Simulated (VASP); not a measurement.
Write the native input for VASP 6.6.1 that does the following.

```
Task                   : single point
Functional             : r2SCAN
Potentials or basis    : VASP PAW PBE potentials, release 64 (Pb_d, Se)
Cutoff                 : 550 eV
k mesh                 : 3 × 3 × 1, shifted
Occupations            : gaussian, width 0.01 eV
Spin                   : no spin polarisation
Dipole correction      : no
Further INCAR settings : ALGO = Normal; EDIFF = 1e-06; NBANDS = 28
```

PbSe, a slab with vacuum:

```
Pb Se
1.0
     4.23841   -0.04197    0.03069
    -0.05187    4.42659    0.03084
    -2.00986   -2.10828   11.87121
Pb Se
2 2
Cartesian
  2.1287 2.2642 7.3687
  0.0306 0.0626 4.5149
  0.0206 0.0686 7.4279
  2.0638 2.3505 4.5033
```

One way to write it, as run:

POSCAR

```
PbSe
1.0
    4.2384100000     -0.0419700000      0.0306900000
   -0.0518700000      4.4265900000      0.0308400000
   -2.0098600000     -2.1082800000     11.8712100000
Pb Se
2 2
Direct
    0.8045500000      0.8127600000      0.6165300000
    0.1895100000      0.1966000000      0.3793200000
    0.3046700000      0.3156300000      0.6241000000
    0.6738800000      0.7163300000      0.3757400000
```

INCAR.step1

```
PREC = Accurate ; ENCUT = 550
ISMEAR = 0 ; SIGMA = 0.01
LREAL = False ; LASPH = True
NELM = 120 ; NBANDS = 28
GGA = PE ; ALGO = Normal
EDIFF = 1E-5 ; LWAVE = True
LCHARG = False ; GGA_COMPAT = False
```

INCAR.step2

```
PREC = Accurate ; ENCUT = 550
EDIFF = 1E-6 ; ISMEAR = 0
SIGMA = 0.01 ; LREAL = False
LASPH = True ; NELM = 120
ALGO = Normal ; ISIF = 2
LWAVE = False ; LCHARG = False
METAGGA = R2SCAN ; LMIXTAU = True
NBANDS = 28 ; ISTART = 1
GGA_COMPAT = False
```

KPOINTS

```
Automatic mesh
0
Gamma
  3 3 1
  0.5 0.5 0.5
```

Potentials or basis: VASP PAW PBE potentials, release 64 (Pb_d, Se).

Launch:

```sh
$ cat potpaw_PBE.64/Pb_d/POTCAR potpaw_PBE.64/Se/POTCAR > POTCAR
$ cp INCAR.step1 INCAR
$ mpirun -np 1 vasp_std > vasp.out
$ cp INCAR.step2 INCAR
$ mpirun -np 1 vasp_std > vasp.out
```

Results of the run:

```json
{
 "Largest force": "0.279 eV/Å",
 "Band gap on the k mesh": "2.48 eV, indirect (least direct gap 2.50 eV)"
}
```

Caveat: the PAW data sets were made with another functional, which shifts forces and pressure a little; spin-orbit coupling is left out, which moves the levels of the heavy elements.

Wall time 100 s on 1 thread of Intel(R) Xeon(R) 6975P-C (Granite Rapids), with other jobs on the host, peak memory 0.35 GiB.
